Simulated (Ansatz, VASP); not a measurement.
**Two plane-wave programs on GeSe3**

The input INCAR:

```
SYSTEM = GeSe3
PREC = Accurate
ENCUT = 600
EDIFF = 1E-6
ISMEAR = 0
SIGMA = 0.1
LREAL = .False.
LASPH = .True.
NELM = 60
ALGO = Fast
ISIF = 3
LWAVE = .False.
LCHARG = .False.
GGA = PE
IBRION = 2
NSW = 90
EDIFFG = -0.04
```

Contents of KPOINTS:

```
Automatic mesh
0
Gamma
  3 3 4
  0 0 0
```

Contents of POSCAR:

```
GeSe3
1.0
    6.5461496926      0.0000000000      0.0000000000
   -3.2730748463      5.6691319307      0.0000000000
    0.0000000000      0.0000000000      5.2542951489
Ge Se
2 6
Direct
    0.3333333333      0.6666666667      0.2500000000
    0.6666666667      0.3333333333      0.7500000000
    0.8330000000      0.6660000000      0.2500000000
    0.1670000000      0.8330000000      0.7500000000
    0.3340000000      0.1670000000      0.2500000000
    0.1670000000      0.3340000000      0.7500000000
    0.8330000000      0.1670000000      0.2500000000
    0.6660000000      0.8330000000      0.7500000000
```

Input for Ansatz:

```yaml
crystal:
  lattice:
    - [6.5461496926, 0.0, 0.0]
    - [-3.2730748463, 5.6691319307, 0.0]
    - [0.0, 0.0, 5.2542951489]
  atoms:
    - { symbol: Ge, position: [0.3333333333, 0.6666666667, 0.25] }
    - { symbol: Ge, position: [0.6666666667, 0.3333333333, 0.75] }
    - { symbol: Se, position: [0.833, 0.666, 0.25] }
    - { symbol: Se, position: [0.167, 0.833, 0.75] }
    - { symbol: Se, position: [0.334, 0.167, 0.25] }
    - { symbol: Se, position: [0.167, 0.334, 0.75] }
    - { symbol: Se, position: [0.833, 0.167, 0.25] }
    - { symbol: Se, position: [0.666, 0.833, 0.75] }
basis:
  ecutwfc: 420
kpoints:
  mp_grid: { grid: [3, 3, 4] }
hamiltonian:
  xc: pbe
scf:
  occupations: { method: gaussian, width: 0.1 }
  lower_state_search: "off"
output:
  forces: true
  stress: true
  eigenvalues: true
relax:
  adjacent_minimum: "off"
  f_tol: 0.04
  max_steps: 70
  cell: { stress_tol: 0.4 }
```

Alike in both runs: task relaxation of cell and atoms; functional PBE; k mesh 3 × 3 × 4; occupations gaussian, width 0.1 eV; no spin polarisation.

|  | VASP | Ansatz |
| --- | --- | --- |
| version | VASP 6.6.1 | Ansatz 0.2.0 |
| potentials or method | VASP PAW PBE potentials, release 64 (Ge_d, Se), cutoff 600 eV | scalar-relativistic, plane waves, PAW |
| valence electrons in the cell | 64 | 124 |

Ansatz gave:

| Item | Value |
| --- | --- |
| gap on the k mesh at the Fermi level, each at its own relaxed structure (eV) | none |
| relaxed volume (Å³/atom) | 21.03 |
| relaxed length of the cell vector where the two differ most in proportion (Å) | 5.302 |

**Question.** Estimate VASP's values.

**Answer.** gap on the k mesh at the Fermi level, each at its own relaxed structure (eV): none; relaxed volume (Å³/atom): 21.02; relaxed length of the cell vector where the two differ most in proportion (Å): 5.288.

A gap of «none» marks a metal or a gap that the smearing closes. VASP's potentials hold 64 valence electrons a cell and Ansatz's 124, so a difference there can come from the potentials and not from the codes.

The k mesh is coarse, so the values compare programs but aren't converged.
